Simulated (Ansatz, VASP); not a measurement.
## One calculation of C, two programs

```
CELL_PARAMETERS angstrom
0.00000 2.12940 3.69132
1.22943 0.00000 3.69132
1.22943 2.12940 0.00000
ATOMIC_POSITIONS crystal
C 0.16670 0.83330 0.16670
C 0.83330 0.16670 0.83330
```

Alike in both runs: functional PBEsol; k mesh 14 × 14 × 14; occupations gaussian, width 0.02 eV; no spin polarisation.

Ansatz relaxed the structure, and its values are those at the end. VASP's run is a single point on that final structure, the one shown.

|  | VASP | Ansatz |
| --- | --- | --- |
| version | VASP 6.6.1 | Ansatz 0.2.0 |
| potentials or method | VASP PAW PBE potentials, release 64 (C), cutoff 520 eV | scalar-relativistic, plane waves, PAW |
| valence electrons in the cell | 8 | 8 |

VASP gave:

* gap on the k mesh at the Fermi level (eV): 0.71
* least direct gap on the mesh (eV): 0.82
* pressure (GPa): 0.6

Task: What did Ansatz give for the same quantities?

Result: gap on the k mesh at the Fermi level (eV): 0.71; least direct gap on the mesh (eV): 0.82; pressure (GPa): 0.0.

VASP's potentials were made for PBE, not for PBEsol. With one functional, cell and mesh, what is left measures potentials, basis and numerics.
